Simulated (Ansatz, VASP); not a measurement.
## One calculation of MgS, two programs

```xyz
2
Lattice="3.3161 0.0000 0.0000 -1.6580 2.8718 0.0000 0.0000 0.0000 5.2582" Properties=species:S:1:pos:R:3 pbc="T T T"
Mg    0.0000    1.9145    2.6291
S     0.0000    0.0000    0.0000
```

Change from the starting cell: species swapped into the LaDy type (P-6m2, No. 187).

Alike in both runs: task single point; functional PBE; k mesh 6 × 6 × 4; occupations gaussian, width 0.1 eV; no spin polarisation.

|  | VASP | Ansatz |
| --- | --- | --- |
| version | VASP 6.6.1 | Ansatz 0.2.0 |
| potentials or method | VASP PAW PBE potentials, release 64 (Mg, S), cutoff 520 eV | scalar-relativistic, plane waves, PAW |
| valence electrons in the cell | 8 | 16 |

|  | VASP | Ansatz | Ansatz less VASP |
| --- | --- | --- | --- |
| gap on the k mesh at the Fermi level (eV) | none | none | - |
| pressure (GPa) | -8.6 | -8.5 | +0.10 |
| traceless stress, the component that is largest in VASP (GPa) | -9.72 | -9.76 | -0.035 |

A gap of «none» marks a metal or a gap that the smearing closes. With one functional, cell and mesh, what is left measures potentials, basis and numerics. VASP's potentials hold 8 valence electrons a cell and Ansatz's 16, so a difference there can come from the potentials and not from the codes.

The k mesh is coarse, so the values compare programs but aren't converged.
